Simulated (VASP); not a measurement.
# Rh (P6_3/mmc) in VASP: notebook, part 2 of 2

VASP 6.6.1. The steps go on from the part before.

**5. Single point, r2SCAN**

This run uses another cell than the first one, of 13.53 Å³/atom, 0.925 times its volume.

Input file POSCAR:

```
Rh
1.0
    2.6736786789      0.0000000000      0.0000000000
   -1.3368393395      2.3154736575      0.0000000000
    0.0000000000      0.0000000000      8.7390209003
Rh
4
Direct
    0.6666666667      0.3333333333      0.7500000000
    0.0000000000      0.0000000000      0.5000000000
    0.3333333333      0.6666666667      0.2500000000
    0.0000000000      0.0000000000      0.0000000000
```

Input file INCAR.step1:

```
PREC = Accurate ; ENCUT = 520
ISMEAR = -1 ; SIGMA = 0.05
LREAL = F ; LASPH = T
NELM = 100 ; NBANDS = 38
GGA = PE ; ALGO = Normal
EDIFF = 1E-4 ; LWAVE = T
LCHARG = F
```

Input file INCAR.step2:

```
PREC = Accurate ; ENCUT = 520
EDIFF = 1E-6 ; ISMEAR = -1
SIGMA = 0.05 ; LREAL = F
LASPH = T ; NELM = 100
ALGO = Normal ; ISIF = 2
LWAVE = F ; LCHARG = F
METAGGA = R2SCAN ; LMIXTAU = T
NBANDS = 38 ; ISTART = 1
```

Input file KPOINTS:

```
regular mesh
0
Gamma
  11 11 3
```

Potentials or basis: VASP PAW PBE potentials, release 64 (Rh_pv).

Launch:

```sh
$ cat potpaw_PBE.64/Rh_pv/POTCAR > POTCAR
$ cp INCAR.step1 INCAR
$ mpirun -np 1 vasp_std > vasp.out
$ cp INCAR.step2 INCAR
$ mpirun -np 1 vasp_std > vasp.out
```

OUTCAR:

```text
PREC = Accurate
   ENCUT = 520
   EDIFF = 1E-6
   ISMEAR = -1
   LREAL = F
   LASPH = T
   NELM = 100
   ISIF = 2
   METAGGA = R2SCAN
   ISTART = 1

 ion  position               nearest neighbor table
   1  0.667  0.333  0.750-   2 2.68   4 2.68   2 2.68   4 2.68   2 2.68   4 2.68
   2  0.000  0.000  0.500-   1 2.68   3 2.68   1 2.68   3 2.68   1 2.68   3 2.68
   3  0.333  0.667  0.250-   2 2.68   4 2.68   2 2.68   4 2.68   2 2.68   4 2.68
   4  0.000  0.000  0.000-   1 2.68   3 2.68   1 2.68   3 2.68   1 2.68   3 2.68

  LATTYP: Found a hexagonal cell.
 ALAT       =     2.6736786789
[... 1179 lines left out ...]
 [... further k-points ...]
[... 5 lines left out ...]
  --------------------------------------------------------------------------------------
  -------------------------------------------------------------------------------------
  Total        2.1983659      2.1983659      1.6653155     -0.0000000      0.0000000     -0.0000000
  in kB       65.1026589     65.1026589     49.3168422     -0.0000000      0.0000000     -0.0000000
  external PRESSURE =      59.8407200 kB  Pullay stress =       0.0000000 kB

 VOLUME and BASIS-vectors are now :
 -----------------------------------------------------------------------------
  energy-cutoff  :      520.00
  volume of cell :       54.10
      direct lattice vectors                 reciprocal lattice vectors
     2.673678679  0.000000000  0.000000000     0.374016522  0.215938540  0.000000000
    -1.336839340  2.315473658  0.000000000     0.000000000  0.431877079  0.000000000
     0.000000000  0.000000000  8.739020900     0.000000000  0.000000000  0.114429295

 POSITION                                       TOTAL-FORCE (eV/Angst)
 -----------------------------------------------------------------------------------
      1.33684      0.77182      6.55427         0.000000      0.000000     -0.000000
      0.00000      0.00000      4.36951         0.000000      0.000000      0.000000
     -0.00000      1.54365      2.18476        -0.000000      0.000000      0.000000
      0.00000      0.00000      0.00000         0.000000      0.000000      0.000000
 -----------------------------------------------------------------------------------
    total drift:                                0.000000     -0.000000      0.000000

  FREE ENERGIE OF THE ION-ELECTRON SYSTEM (eV)
  ---------------------------------------------------
  free  energy   TOTEN  =       -96.4542351621 eV

  energy  without entropy=      -96.4049475551  energy(sigma->0) =      -96.42959136
```

OSZICAR.step1:

```text
N       E                     dE             d eps       ncg     rms          rms(c)
DAV:   1     0.775538054100E+03    0.77554E+03   -0.36820E+04  2472   0.183E+03
DAV:   2    -0.569746317517E+01   -0.78124E+03   -0.75854E+03  2572   0.574E+02
DAV:   3    -0.305935000820E+02   -0.24896E+02   -0.24322E+02  2672   0.112E+02
DAV:   4    -0.308395995821E+02   -0.24610E+00   -0.24591E+00  2706   0.112E+01
DAV:   5    -0.308437007697E+02   -0.41012E-02   -0.41011E-02  2726   0.148E+00    0.213E+01
DAV:   6    -0.289852556745E+02    0.18584E+01   -0.55472E+00  2648   0.180E+01    0.766E+00
DAV:   7    -0.289189254826E+02    0.66330E-01   -0.21288E-01  2726   0.345E+00    0.312E+00
DAV:   8    -0.290305641003E+02   -0.11164E+00   -0.78179E-01  2612   0.851E+00    0.359E+00
DAV:   9    -0.289011842511E+02    0.12938E+00   -0.43287E-01  2594   0.534E+00    0.543E-01
DAV:  10    -0.289011274106E+02    0.56841E-04   -0.66964E-03  2624   0.595E-01    0.502E-02
DAV:  11    -0.289011114031E+02    0.16007E-04   -0.96989E-05  1636   0.101E-01
   1 F= -.28901111E+02 E0= -.28875949E+02  d E =-.503238E-01
```

Wall time 2.9 min (1 thread of AMD EPYC 9R45 (Zen 5), shared host); peak memory 0.16 GiB.

Results:

| Quantity | Value |
| --- | --- |
| Free energy | -96.4542 eV |
| Pressure | 6.0 GPa |
| Band gap on the k mesh | zero (band 30 reaches 12.72 eV, above the bottom of band 31 at 10.95 eV) |

Stress tensor (GPa, compression positive):
```
6.51 0.00 0.00
0.00 6.51 0.00
0.00 0.00 4.93
```

Caveat: the PAW data sets were made with another functional, which shifts forces and pressure a little.

**6. Single point, r2SCAN**

This run uses another cell than the first one, of 13.80 Å³/atom, 0.943 times its volume.

Input file POSCAR:

```
Rh
1.0
    2.6917446234      0.0000000000      0.0000000000
   -1.3458723117      2.3311192244      0.0000000000
    0.0000000000      0.0000000000      8.7980701300
Rh
4
Direct
    0.6666666667      0.3333333333      0.7500000000
    0.0000000000      0.0000000000      0.5000000000
    0.3333333333      0.6666666667      0.2500000000
    0.0000000000      0.0000000000      0.0000000000
```

Input file INCAR.step1:

```
SYSTEM = Rh
PREC = Accurate
ENCUT = 520
ISMEAR = -1
SIGMA = 0.05
LREAL = .FALSE.
LASPH = .TRUE.
NELM = 60
NBANDS = 38
GGA = PE
ALGO = Normal
EDIFF = 1E-4
LWAVE = .TRUE.
LCHARG = .FALSE.
```

Input file INCAR.step2:

```
SYSTEM = Rh
PREC = Accurate
ENCUT = 520
EDIFF = 1E-6
ISMEAR = -1
SIGMA = 0.05
LREAL = .FALSE.
LASPH = .TRUE.
NELM = 60
ALGO = Normal
ISIF = 2
LWAVE = .FALSE.
LCHARG = .FALSE.
METAGGA = R2SCAN
LMIXTAU = .TRUE.
NBANDS = 38
ISTART = 1
```

Input file KPOINTS:

```
regular mesh
0
G
  11 11 3
  0 0 0
```

Potentials or basis: VASP PAW PBE potentials, release 64 (Rh_pv).

Launch:

```sh
$ cat potpaw_PBE.64/Rh_pv/POTCAR > POTCAR
$ cp INCAR.step1 INCAR
$ mpirun -np 1 vasp_std > vasp.out
$ cp INCAR.step2 INCAR
$ mpirun -np 1 vasp_std > vasp.out
```

Wall time 3 min (1 thread of AMD EPYC 9R45 (Zen 5), shared host); peak memory 0.16 GiB.

Results (log left out):

```yaml
Free_energy: -96.4751 eV
Pressure: 0.0 GPa
Band_gap_on_the_k_mesh: zero (band 30 reaches 12.32 eV, above the bottom of band 31 at 10.61 eV)
```

Stress tensor (GPa, compression positive):
```
 0.52  0.00  0.00
 0.00  0.52  0.00
 0.00  0.00 -1.00
```

Levels at points of the mesh, in eV from the Fermi level:
```tsv
k point	band 25	band 26	band 27	band 28	band 29	band 30	band 31	band 32	band 33	band 34
(0.00, 0.00, 0.00)	-2.82	-2.70	-2.70	-1.52	-1.52	-0.89	-0.89	-0.37	-0.37	0.43
```

Caveat: the PAW data sets were made with another functional, which shifts forces and pressure a little.

**7. The runs side by side**

```csv
level,potentials or basis,cell,gap on the mesh (eV),pressure (GPa)
LDA,"VASP PAW LDA potentials, release 64 (Rh_pv)","a = 2.745, b = 2.745, c = 8.971 Å, angles 90.0, 90.0, 120.0°, 4 atoms",none,-23.6
r2SCAN,"VASP PAW PBE potentials, release 64 (Rh_pv)","a = 2.637, b = 2.637, c = 8.618 Å, angles 90.0, 90.0, 120.0°, 4 atoms",none,20.4
r2SCAN,"VASP PAW PBE potentials, release 64 (Rh_pv)","a = 2.655, b = 2.655, c = 8.679 Å, angles 90.0, 90.0, 120.0°, 4 atoms",none,12.7
r2SCAN,"VASP PAW PBE potentials, release 64 (Rh_pv)","a = 2.674, b = 2.674, c = 8.739 Å, angles 90.0, 90.0, 120.0°, 4 atoms",none,6.0
r2SCAN,"VASP PAW PBE potentials, release 64 (Rh_pv)","a = 2.692, b = 2.692, c = 8.798 Å, angles 90.0, 90.0, 120.0°, 4 atoms",none,0.0
```

Alike in all rows: task single point; no spin polarisation; k mesh 11 × 11 × 3; cutoff (eV) 520; smearing fermi-dirac 0.05 eV.

Caveats: the PAW data sets were made with another functional, which shifts forces and pressure a little (some runs).

Absolute energies hang on the potentials; compare differences alone.
